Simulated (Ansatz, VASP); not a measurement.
**One calculation of Te, two programs**

File INCAR:

```
PREC = Accurate
ENCUT = 520
EDIFF = 1E-6
ISMEAR = -1
SIGMA = 0.1
LREAL = False
LASPH = True
NELM = 80
ALGO = Normal
ISIF = 2
LWAVE = False
LCHARG = False
GGA = CA
NBANDS = 13
```

File KPOINTS:

```
regular mesh
0
Gamma
  11 11 8
```

Contents of POSCAR:

```
Te
1.0
    3.9894629479      0.0000000000      0.0000000000
   -1.9947314739      3.4549762603      0.0000000000
    0.0000000000      0.0000000000      4.5177026004
Te
2
Direct
    0.3333333333      0.6666666667      0.2500000000
    0.6666666667      0.3333333333      0.7500000000
```

Input for Ansatz:

```yaml
crystal:
  lattice:
    - [3.9894629479, 0.0, 0.0]
    - [-1.9947314739, 3.4549762603, 0.0]
    - [0.0, 0.0, 4.5177026004]
  atoms:
    - { symbol: Te, position: [0.3333333333, 0.6666666667, 0.25] }
    - { symbol: Te, position: [0.6666666667, 0.3333333333, 0.75] }
hamiltonian:
  xc: lda
  pseudopotentials:
    kind: paw
    azcp:
      Te: "pseudopotentials/Te.paw.azcp"
basis:
  ecutwfc: 420
  fft_grid_basis: typed
kpoints:
  mp_grid: { grid: [11, 11, 8], shift: [0, 0, 0] }
magnetization:
  spin_polarized: false
scf:
  occupations: { method: fermi_dirac, width: 0.1 }
  lower_state_search: "off"
output:
  stress: true
  write_density: true
  write_potential: true
  elf: true
  volumetric_format: npy
```

Alike in both runs: task single point; functional LDA; k mesh 11 × 11 × 8; occupations fermi-dirac, width 0.1 eV; no spin polarisation.

|  | VASP | Ansatz |
| --- | --- | --- |
| version | VASP 6.6.1 | Ansatz 0.2.0 |
| potentials or method | VASP PAW LDA potentials, release 64 (Te), cutoff 520 eV | plane waves (420 eV) with PAW, scalar-relativistic |
| valence electrons in the cell | 12 | 32 |

VASP gave:

```
pressure (GPa)                                                : -4.0
traceless stress, the component that is largest in VASP (GPa) : -1.97
```

Q: Estimate Ansatz's values.

A: Pressure (GPa): -4.0; traceless stress, the component that is largest in VASP (GPa): -2.02.

Ansatz warns that its potentials were made for another functional, while VASP's fit it. LDA's correlation is that of Perdew and Zunger in VASP and of Perdew and Wang (1992) in Ansatz. VASP's potentials hold 12 valence electrons a cell and Ansatz's 32, so a difference there can come from the potentials and not from the codes.

Spin-orbit coupling is off throughout.
